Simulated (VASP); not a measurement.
# Sc (P6_3/mmc) in VASP: notebook, part 2 of 2

VASP 6.6.1.

## Step 3: Single point, RPBE

This run uses another cell than the first one, of 27.50 Å³/atom.

Input file INCAR:

```
PREC = Accurate ; ENCUT = 520
EDIFF = 1E-7 ; ISMEAR = -1
SIGMA = 0.01 ; LREAL = False
LASPH = True ; NELM = 60
ALGO = Normal ; ISIF = 2
LWAVE = False ; LCHARG = False
GGA = RP ; NBANDS = 18
```

Input file KPOINTS:

```
Automatic mesh
0
Gamma
  8 8 5
```

Input file POSCAR:

```
Sc
1.0
    3.4158149020      0.0000000000      0.0000000000
   -1.7079074510      2.9582051269      0.0000000000
    0.0000000000      0.0000000000      5.4435227328
Sc
2
Direct
    0.3333333333      0.6666666667      0.2500000000
    0.6666666667      0.3333333333      0.7500000000
```

Potentials or basis: VASP PAW PBE potentials, release 64 (Sc_sv).

Started as:

```
$ cat potpaw_PBE.64/Sc_sv/POTCAR > POTCAR
$ mpirun -np 1 vasp_std > vasp.out
```

OUTCAR:

```text
PREC = Accurate
   ENCUT = 520
   EDIFF = 1E-7
   ISMEAR = -1
   LREAL = False
   LASPH = True
   NELM = 60
   ISIF = 2
   GGA = RP

 ion  position               nearest neighbor table
   1  0.333  0.667  0.250-   2 3.36   2 3.36   2 3.36   2 3.36   2 3.36   2 3.36
   2  0.667  0.333  0.750-   1 3.36   1 3.36   1 3.36   1 3.36   1 3.36   1 3.36

  LATTYP: Found a hexagonal cell.
 ALAT       =     3.4158149020
 C/A-ratio  =     1.5936234512

  Lattice vectors:

 A1 = (   3.4158149020,   0.0000000000,   0.0000000000)
 A2 = (  -1.7079074510,   2.9582051269,   0.0000000000)
 A3 = (   0.0000000000,   0.0000000000,   5.4435227328)

Analysis of symmetry for initial positions (statically):
=====================================================================
 Subroutine PRICEL returns:
 Original cell was already a primitive cell.

 Routine SETGRP: Setting up the symmetry group for a
 hexagonal supercell.

 Subroutine GETGRP returns: Found 24 space group operations
 (whereof 12 operations were pure point group operations)
 out of a pool of 24 trial point group operations.

The static configuration has the point symmetry D_3d.
 The point group associated with its full space group is D_6h.

Analysis of symmetry for dynamics (positions and initial velocities):
=====================================================================
 Subroutine PRICEL returns:
 Original cell was already a primitive cell.

 Routine SETGRP: Setting up the symmetry group for a
 hexagonal supercell.

 Subroutine GETGRP returns: Found 24 space group operations
 (whereof 12 operations were pure point group operations)
 out of a pool of 24 trial point group operations.

The dynamic configuration has the point symmetry D_3d.
 The point group associated with its full space group is D_6h.

 Subroutine INISYM returns: Found 24 space group operations
 (whereof 12 operations are pure point group operations),
 and found     1 'primitive' translations

----------------------------------------------------------------------------------------

                                     Primitive cell

  volume of cell :      55.0051

  direct lattice vectors                    reciprocal lattice vectors
     3.415814902  0.000000000  0.000000000     0.292755910  0.169021409  0.000000000
    -1.707907451  2.958205127  0.000000000     0.000000000  0.338042819  0.000000000
     0.000000000  0.000000000  5.443522733     0.000000000  0.000000000  0.183704569

  length of vectors
     3.415814902  3.415834515  5.443522733     0.338044760  0.338042819  0.183704569

  position of ions in fractional coordinates (direct lattice)
     0.333333333  0.666666667  0.250000000
     0.666666667  0.333333333  0.750000000

  ion indices of the primitive-cell ions
   primitive index   ion index
                 1           1
                 2           2

----------------------------------------------------------------------------------------

 KPOINTS: Automatic mesh

Automatic generation of k-mesh.
 Grid dimensions read from file:
 generate k-points for:    8    8    5

 Generating k-lattice:

  Cartesian coordinates                     Fractional coordinates (reciprocal lattice)
     0.036594489  0.021127676  0.000000000     0.125000000  0.000000000  0.000000000
     0.000000000  0.042255352  0.000000000     0.000000000  0.125000000  0.000000000
     0.000000000  0.000000000  0.036740914     0.000000000  0.000000000  0.200000000

  Length of vectors
     0.042255595  0.042255352  0.036740914

  Shift w.r.t. Gamma in fractional coordinates (k-lattice)
     0.000000000  0.000000000  0.000000000

 Subroutine IBZKPT returns following result:
 ===========================================

 Found     30 irreducible k-points:

 Following reciprocal coordinates:
            Coordinates               Weight
  0.000000  0.000000  0.000000      1.000000
  0.125000  0.000000  0.000000      6.000000
  0.250000  0.000000  0.000000      6.000000
  0.375000  0.000000  0.000000      6.000000
  0.500000  0.000000  0.000000      3.000000
  0.125000  0.125000  0.000000      6.000000
[... 16 lines left out ...]
  0.250000  0.000000  0.400000     12.000000
  0.375000  0.000000  0.400000     12.000000
 [... further k-points ...]
   k-points           NKPTS =     30   k-points in BZ     NKDIM =     30   number of bands    NBANDS=     18
   number of dos      NEDOS =    301   number of ions     NIONS =      2
   total plane-waves  NPLWV =  31360
   dimension x,y,z NGX =    28 NGY =   28 NGZ =   40
   dimension x,y,z NGXF=    56 NGYF=   56 NGZF=   80
   ions per type =               2
   NGX,Y,Z   is equivalent  to a cutoff of  13.63, 13.63, 12.22 a.u.
   NGXF,Y,Z  is equivalent  to a cutoff of  27.25, 27.25, 24.43 a.u.
 SYSTEM =  unknown system
   PREC   = accura    normal or accurate (medium, high low for compatibility)
   ISTART =      0    job   : 0-new  1-cont  2-samecut
   ICHARG =      2    charge: 1-file 2-atom 10-const
   ISPIN  =      1    spin polarized calculation?
   LNONCOLLINEAR =      F non collinear calculations
   LSORBIT =      F    spin-orbit coupling
   LASPH  =      T    aspherical Exc in radial PAW
   ENCUT  =  520.0 eV  38.22 Ry    6.18 a.u.   6.35  6.35 10.12*2*pi/ulx,y,z
   NELM   =     60;   NELMIN=  2; NELMDL= -5     # of ELM steps
   EDIFF  = 0.1E-06   stopping-criterion for ELM
   LREAL  =      F    real-space projection
   EDIFFG = 0.1E-05   stopping-criterion for IOM
   NSW    =      0    number of steps for IOM
   IBRION =     -1    ionic relax: 0-MD 1-quasi-New 2-CG
   NFREE  =      0    steps in history (QN), initial steepest desc. (CG)
   ISIF   =      2    stress and relaxation
   ISYM   =      2    0-nonsym 1-usesym 2-fastsym
   POTIM  = 0.5000    time-step for ionic-motion
   TEBEG  =    0.0;   TEEND  =   0.0 temperature during run
   PSTRESS=    0.0 pullay stress
   NELECT =      22.0000    total number of electrons
   NUPDOWN=      -1.0000    fix difference up-down
   EMIN   =  10.00;   EMAX   =-10.00  energy-range for DOS
   EFERMI =   0.00;   METHOD = LEGACY
   ISMEAR =    -1;   SIGMA  =   0.01  broadening in eV -4-tet -1-fermi 0-gaus
   EFERMI_NEDOS =   21; number of points for ismear=-14 and -15
   IALGO  =     38    algorithm
   IMIX   =      4    mixing-type and parameters
     AMIX     =   0.40;   BMIX     =  1.00
     AMIX_MAG =   1.60;   BMIX_MAG =  1.00
  volume/ion in A,a.u.               =      27.50       185.60
  Fermi-wavevector in a.u.,A,eV,Ry     =   1.206188  2.279364 19.794958  1.454888
  Thomas-Fermi vector in A             =   2.341862
   LORBIT       =      0    0 simple, 1 ext, 2 COOP (PROOUT), +10 PAW based schemes
   GGA     = RP    functional components
   LHFCALC =     F    Hartree Fock is set to
   AEXX    =    0.0000 exact exchange contribution
   IVDW    =     0    specifies the selected vdW correction
   LEPSILON=     F    determine dielectric tensor
   LRPA    =     F    only Hartree local field effects (RPA)
 non-spin polarized calculation
  energy-cutoff  :      520.00
  volume of cell :       55.01
 maximum number of plane-waves:      1501
 NGX is ok and might be reduce to    28
   NGX = 13   NGY = 13   NGZ = 21

 number of electron      21.9999999 magnetization

 Free energy of the ion-electron system (eV)
  ---------------------------------------------------
  ext. energy  EPLUGINS =         0.00000000
  ---------------------------------------------------
  free energy    TOTEN  =       -11.83528015 eV

  energy without entropy =      -11.83326827  energy(sigma->0) =      -11.83427421

 E-fermi :   3.1912     XC(G=0):  -9.3313

 val. band max:        3.1873385834   @ k =   0.2500   0.2500   0.4000
 cond. band min:       3.1951979967   @ k =   0.3750   0.0000   0.4000
 fundamental gap:      0.0078594133
 Fermi energy:         3.1911721166

 k-point     1 :       0.0000    0.0000    0.0000
  band No.  band energies     occupation
      1     -46.6791      2.00000
      2     -46.6398      2.00000
      3     -25.3415      2.00000
      4     -25.1234      2.00000
      5     -25.1234      2.00000
      6     -25.0825      2.00000
[... 10 lines left out ...]
     17       5.3380      0.00000
     18       5.3380      0.00000

 k-point     2 :       0.1250    0.0000    0.0000
  band No.  band energies     occupation
      1     -46.6746      2.00000
      2     -46.6380      2.00000
      3     -25.3283      2.00000
      4     -25.1502      2.00000
      5     -25.1322      2.00000
      6     -25.1105      2.00000
[... 10 lines left out ...]
     17       5.1749      0.00000
     18       5.2071      0.00000
[... 442 lines left out ...]
 k-point    24 :       0.3750    0.0000    0.4000
  band No.  band energies     occupation
      1     -46.6443      2.00000
      2     -46.6384      2.00000
      3     -25.3102      2.00000
      4     -25.2909      2.00000
      5     -25.1576      2.00000
      6     -25.1505      2.00000
[... 10 lines left out ...]
     17       6.3415      0.00000
     18       6.4125      0.00000

 [... further k-points ...]
[... 5 lines left out ...]
  --------------------------------------------------------------------------------------
  -------------------------------------------------------------------------------------
  Total       -0.9964829     -0.9964982     -1.2915564     -0.0000000      0.0000000      0.0000000
  in kB      -29.0253722    -29.0258166    -37.6202167     -0.0000000      0.0000000      0.0000000
  external PRESSURE =     -31.8904685 kB  Pullay stress =       0.0000000 kB

 VOLUME and BASIS-vectors are now :
 -----------------------------------------------------------------------------
  energy-cutoff  :      520.00
  volume of cell :       55.01
      direct lattice vectors                 reciprocal lattice vectors
     3.415814902  0.000000000  0.000000000     0.292755910  0.169021409  0.000000000
    -1.707907451  2.958205127  0.000000000     0.000000000  0.338042819  0.000000000
     0.000000000  0.000000000  5.443522733     0.000000000  0.000000000  0.183704569

 POSITION                                       TOTAL-FORCE (eV/Angst)
 -----------------------------------------------------------------------------------
     -0.00000      1.97214      1.36088        -0.000000      0.000000      0.000000
      1.70791      0.98607      4.08264         0.000000     -0.000000      0.000000
 -----------------------------------------------------------------------------------
    total drift:                               -0.000000      0.000000     -0.000000

  FREE ENERGIE OF THE ION-ELECTRON SYSTEM (eV)
  ---------------------------------------------------
  free  energy   TOTEN  =       -11.8352801498 eV

  energy  without entropy=      -11.8332682740  energy(sigma->0) =      -11.83427421
```

stdout:

```text
POSCAR found type information on POSCAR Sc
 POSCAR found :  1 types and       2 ions
 scaLAPACK will be used
 -----------------------------------------------------------------------------
|                                                                             |
|                                                                             |
|     You enforced a specific xc type in the INCAR file but a different       |
|     I HOPE YOU KNOW WHAT YOU ARE DOING!                                     |
|                                                                             |
 -----------------------------------------------------------------------------

 LDA part: xc-table for (Slater+PW92), standard interpolation
 POSCAR, INCAR and KPOINTS ok, starting setup
 FFT: planning ... GRIDC
 FFT: planning ... GRID_SOFT
 FFT: planning ... GRID
 WAVECAR not read
 entering main loop
```

It took 36 s on 1 thread of Intel Xeon Platinum 8375C at 2.90GHz (Ice Lake), shared host; peak memory 0.18 GiB.

Results:

```
Free energy            : -11.8353 eV
Pressure               : -3.2 GPa
Band gap on the k mesh : zero (bands 11 and 12 overlap by 0.98 eV)
```

Stress tensor (GPa, compression positive):
```
-2.90  0.00  0.00
 0.00 -2.90  0.00
 0.00  0.00 -3.76
```

Caveat: the cell stands under tension; the PAW data sets were made with another functional, which shifts forces and pressure a little.

The gap in the log of VASP goes by the Fermi energy; the results here count the filled bands.